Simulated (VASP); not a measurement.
Input of a VASP 6.6.1 run:

The input INCAR:

```
PREC     = Accurate       # precision mode
ENCUT    = 520            # plane-wave cutoff, eV
EDIFF    = 1E-6           # SCF threshold, eV
ISMEAR   = -1             # smearing method
SIGMA    = 0.1            # smearing width, eV
LREAL    = False          # projectors in reciprocal space
LASPH    = True           # aspherical terms in the spheres
NELM     = 80             # most SCF steps
ALGO     = Normal         # electronic algorithm
ISIF     = 2              # what is computed and relaxed
LWAVE    = False          # write WAVECAR
LCHARG   = False          # write CHGCAR
NBANDS   = 18             # bands
```

The input KPOINTS:

```
Automatic mesh
0
Gamma
  14 14 13
```

POSCAR

```
Cu
1.0
    1.2184636900     -3.9763780100      0.0000000000
    1.2184636900      3.9763780100      0.0000000000
    0.0000000000      0.0000000000      2.4754955200
Cu
2
Direct
    0.1338666504      0.8661333496      0.2500000000
    0.8661333496      0.1338666504      0.7500000000
```

Potentials or basis: VASP PAW LDA potentials, release 64 (Cu).

The run is started by

```sh
$ cat potpaw_LDA.64/Cu/POTCAR > POTCAR
$ mpirun -np 1 vasp_std > vasp.out
```

(1) Predict the pressure.

(2) What does it give for the band gap on the k mesh?

(3) Predict the largest force.

Answers

(1) -6.5 GPa.

(2) zero (band 11 reaches 10.79 eV, above the bottom of band 12 at 5.47 eV).

(3) 0.042 eV/Å.
